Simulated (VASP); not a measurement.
Runs of VASP 6.6.1 on CeO2. The structure is that of space group Fm-3m (No. 225), or close to it. The cells are those of the table. 

```csv
task,level,potentials or basis,cell,k mesh,cutoff (eV),smearing,grid for exact exchange (PRECFOCK),share of exact exchange,gap on the mesh (eV),pressure (GPa)
single point,r2SCANh,"VASP PAW PBE potentials, release 64 (Ce, O)","a = 3.845 Å, angles 60.0°, 3 atoms",6 × 6 × 6,800,gaussian 0.01 eV,Normal,0.1,3.17,-2.4
single point,LDA,"VASP PAW LDA potentials, release 64 (Ce, O)","a = 3.789 Å, angles 60.0°, 3 atoms",8 × 8 × 8,600,fermi-dirac 0.02 eV,-,-,1.95,(a)
single point,r2SCAN,"VASP PAW PBE potentials, release 64 (Ce, O)","a = 3.845 Å, angles 60.0°, 3 atoms",8 × 8 × 8,800,gaussian 0.01 eV,-,-,(c),0.0
single point,PBEsol,"VASP PAW PBE potentials, release 64 (Ce, O)","a = 3.817 Å, angles 60.0°, 3 atoms",8 × 8 × 8,600,fermi-dirac 0.02 eV,-,-,1.97,(b)
relaxation of cell and atoms,PBE,"VASP PAW PBE potentials, release 64 (Ce, O)","relaxed from a = 3.866 Å, angles 60.0°, 3 atoms",8 × 8 × 8,600,fermi-dirac 0.02 eV,-,-,1.87,0.0
```

Alike in all rows: no spin polarisation.

Question: Estimate the missing entries.

Answer: (a) 0.3; (b) -0.1; (c) 2.16.

Caveats: spin-orbit coupling is left out, which moves the levels of the heavy elements; the PAW data sets were made with another functional, which shifts forces and pressure a little (at least some runs).

A k mesh can miss the band edges, and the runs leave out spin-orbit coupling on Ce.
